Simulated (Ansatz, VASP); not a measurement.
KNbO3: VASP beside Ansatz

```
K Nb O
1.0
     4.02918    0.00000    0.00000
     0.00000    4.02918    0.00000
     0.00000    0.00000    4.02918
K Nb O
1 1 3
Direct
  0.00000 0.00000 0.00000
  0.50000 0.50000 0.50000
  0.00000 0.50000 0.50000
  0.50000 0.00000 0.50000
  0.50000 0.50000 0.00000
```

Alike in both runs: task single point; functional PBEsol; k mesh 6 × 6 × 6; no spin polarisation; Hubbard terms Nb d U = 5.0 eV.

```csv
,VASP,Ansatz
version,VASP 6.6.1,Ansatz 0.2.0
potentials or method,"VASP PAW PBE potentials, release 64 (K_sv, Nb_sv, O)","plane waves, PAW"
plane-wave cutoff (eV),600,420
occupations,"gaussian, width 0.01 eV",fixed
valence electrons in the cell,40,40
```

|  | VASP | Ansatz | Ansatz less VASP |
| --- | --- | --- | --- |
| gap on the k mesh at the Fermi level (eV) | 2.02 | 1.96 | -0.054 |

VASP's potentials were made for PBE, not for PBEsol. The programs project onto different local orbitals, so the same U acts differently, and such runs can settle in different states.
